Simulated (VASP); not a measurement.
The system is Mn.

```xyz
4
Lattice="3.6420 0.0000 0.0000 -1.8210 3.1541 0.0000 0.0000 0.0000 4.3424" Properties=species:S:1:pos:R:3 pbc="T T T"
Mn    0.0000    0.0000    1.0856
Mn    0.0000    0.0000    3.2568
Mn    0.0000    2.1027    3.2568
Mn    1.8210    1.0514    1.0856
```

* Program: VASP 6.6.1
* Task: relaxation of cell and atoms
* Functional: PBEsol
* Potentials or basis: VASP PAW PBE potentials, release 64 (Mn_pv)
* Cutoff: 600 eV
* k mesh: 6 × 6 × 4
* Occupations: gaussian, width 0.1 eV
* Spin: no spin polarisation

At the start: pressure -0.0 GPa; volume 12.47 Å³/atom.

Problem. Where does the relaxation end?

Solution. Over 3 steps the energy falls by 5.8 meV/atom and the volume is 12.46 Å³/atom (-0.1 %); space group P6_3/mmc (No. 194, to 0.05 Å).

Step by step:
```
step  energy change (eV)  largest force (eV/Å)  pressure (GPa)  volume (Å³)
   1              0.0000                0.0000           -0.04        49.88
   2             -0.0232                0.0000           -0.50        49.85
   3             -0.0232                0.0000           -0.49        49.85
```

Final structure:
```yaml
crystal:
  lattice:
    - [3.67667, 0.00000, 0.00000]
    - [-1.83833, 3.18409, 0.00000]
    - [0.00000, 0.00000, 4.25791]
  atoms:
    - { symbol: Mn, position: [0.00000, 0.00000, 0.25000] }
    - { symbol: Mn, position: [0.00000, 0.00000, 0.75000] }
    - { symbol: Mn, position: [0.33333, 0.66667, 0.75000] }
    - { symbol: Mn, position: [0.66667, 0.33333, 0.25000] }
```

Caveat: the k points lie up to 0.37 Å⁻¹ apart in the final cell; the PAW data sets were made with another functional, which shifts forces and pressure a little; the run has no spin polarisation, though such a crystal can be magnetic.
